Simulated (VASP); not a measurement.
Here is a VASP 6.6.1 calculation.

INCAR

```
SYSTEM = Na
  PREC = Accurate
  ENCUT = 500
  EDIFF = 1E-6
  ISMEAR = -1
  SIGMA = 0.1
  LREAL = .False.
  LASPH = .True.
  NELM = 120
  ALGO = Normal
  ISIF = 2
  LWAVE = .False.
  LCHARG = .True.
  GGA = PS
  LELF = .True.
  LVHAR = .True.
  NBANDS = 10
  GGA_COMPAT = .False.
```

The input KPOINTS:

```
Automatic mesh
0
Gamma
  11 11 11
  0 0 0
```

POSCAR

```
Na
1.0
   -1.8882910000      1.8882910000      2.6372765000
    1.8882910000     -1.8882910000      2.6372765000
    1.8882910000      1.8882910000     -2.6372765000
Na
1
Direct
    0.0000000000      0.0000000000      0.0000000000
```

Potentials or basis: VASP PAW PBE potentials, release 64 (Na_pv).

The run is started by

```console
$ cat potpaw_PBE.64/Na_pv/POTCAR > POTCAR
$ mpirun -np 1 vasp_std > vasp.out
```

(1) Estimate the band gap on the k mesh.

(2) Estimate the pressure.

## Answers

(1) zero (an odd number of electrons rules out a gap without spin polarisation).

(2) -0.3 GPa.

Caveat: the PAW data sets were made with another functional, which shifts forces and pressure a little.
